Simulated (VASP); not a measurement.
Here is a VASP 6.6.1 calculation.

File INCAR:

```
PREC = Accurate
ENCUT = 520
EDIFF = 1E-6
ISMEAR = -1
SIGMA = 0.05
LREAL = False
LASPH = True
NELM = 100
ALGO = Normal
ISIF = 2
LWAVE = False
LCHARG = False
GGA = PS
IVDW = 12
NBANDS = 43
```

Contents of KPOINTS:

```
Automatic mesh
0
Gamma
  7 7 4
```

Contents of POSCAR:

```
Si2Mo
1.0
    4.5854715599      0.0000000000      0.0000000000
   -2.2927357800      3.9711348592      0.0000000000
    0.0000000000      0.0000000000      6.5797601000
Mo Si
3 6
Direct
    0.5000000000      0.5000000000      0.8333333333
    0.0000000000      0.5000000000      0.1666666667
    0.5000000000      0.0000000000      0.5000000000
    0.1638729800      0.3277459600      0.5000000000
    0.6722540400      0.8361270200      0.1666666667
    0.8361270200      0.1638729800      0.8333333333
    0.8361270200      0.6722540400      0.5000000000
    0.3277459600      0.1638729800      0.1666666667
    0.1638729800      0.8361270200      0.8333333333
```

Potentials or basis: VASP PAW PBE potentials, release 64 (Mo_sv, Si).

Run with:

```sh
$ cat potpaw_PBE.64/Mo_sv/POTCAR potpaw_PBE.64/Si/POTCAR > POTCAR
$ mpirun -np 1 vasp_std > vasp.out
```

**Question.** What does it give for the band gap on the k mesh?

**Answer.** 0.26 eV, indirect (least direct gap 0.62 eV).

**Question.** Predict the dispersion energy per atom.

**Answer.** -0.531 eV.

**Question.** Predict the pressure.

**Answer.** -7.6 GPa.

**Question.** What does it give for the largest force?

**Answer.** 0.040 eV/Å.

Forces on the atoms (eV/Å):
```
Mo   0.000  0.000  0.000
Mo   0.000  0.000  0.000
Mo   0.000  0.000  0.000
Si   0.000  0.040  0.000
Si  -0.035 -0.020  0.000
Si  -0.035  0.020  0.000
Si   0.000 -0.040  0.000
Si   0.035  0.020  0.000
Si   0.035 -0.020  0.000
```

Caveat: three body term missing; the PAW data sets were made with another functional, which shifts forces and pressure a little. A k mesh can miss the band edges.
